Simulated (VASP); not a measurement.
Here is a VASP 6.6.1 calculation.

File INCAR:

```
SYSTEM = Ti
PREC     = Accurate       ! precision mode
ENCUT    = 520            ! plane-wave cutoff, eV
EDIFF    = 1E-7           ! SCF threshold, eV
ISMEAR   = 0              ! smearing method
SIGMA    = 0.15           ! smearing width, eV
LREAL    = .False.        ! projectors in reciprocal space
LASPH    = .True.         ! aspherical terms in the spheres
NELM     = 80             ! most SCF steps
ALGO     = Fast           ! electronic algorithm
ISIF     = 2              ! what is computed and relaxed
LWAVE    = .False.        ! write WAVECAR
LCHARG   = .False.        ! write CHGCAR
GGA      = PE             ! functional
NBANDS   = 19             ! bands
```

The input KPOINTS:

```
Automatic mesh
0
Gamma
  24 24 14
  0 0 0
```

The input POSCAR:

```
Ti
1.0
    2.9384580613      0.0000000000      0.0000000000
   -1.4692290306      2.5447793290      0.0000000000
    0.0000000000      0.0000000000      4.6506340146
Ti
2
Direct
    0.3333333333      0.6666666667      0.2758029335
    0.6666666667      0.3333333333      0.7241970665
```

Potentials or basis: VASP PAW PBE potentials, release 64 (Ti_sv).

Launch:

```sh
$ cat potpaw_PBE.64/Ti_sv/POTCAR > POTCAR
$ mpirun -np 1 vasp_std > vasp.out
```

Task: What does it give for the band gap on the k mesh?

Result: Zero (bands 12 and 13 overlap by 1.06 eV).

Task: What does it give for the pressure?

Result: 1.8 GPa.

Stress tensor (GPa, compression positive):
```
0.94 0.00 0.00
0.00 0.94 0.00
0.00 0.00 3.66
```

Caveat: the cell differs from its parent crystal (atoms displaced along a vibrational mode); forces of over 1 eV/Å act on the atoms, so gaps and moduli don't describe the material at rest.
